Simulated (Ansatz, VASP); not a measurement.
**Two plane-wave programs on Cd2C**

```
Cd C
1.0
     4.67819    0.00000    0.00000
    -2.33909    4.05143    0.00000
     0.00000    0.00000    2.99733
Cd C
2 1
Cartesian
  0.0000 2.7010 2.8448
  2.3391 1.3505 2.8448
  0.0000 0.0000 2.8541
```

Alike in both runs: functional PBE; k mesh 6 × 6 × 6; occupations gaussian, width 0.1 eV; no spin polarisation.

Ansatz relaxed the structure, and its values are those at the end. VASP's run is a single point on that final structure, the one shown.

```csv
,VASP,Ansatz
version,VASP 6.6.1,Ansatz 0.2.0
potentials or method,"VASP PAW PBE potentials, release 64 (Cd_sv_GW, C), cutoff 700 eV","scalar-relativistic, plane waves, PAW"
valence electrons in the cell,44,44
```

```csv
,VASP,Ansatz,Ansatz less VASP
gap on the k mesh at the Fermi level (eV),none,none,-
pressure (GPa),-0.1,-0.1,0.00
```

A gap of «none» marks a metal or a gap that the smearing closes.
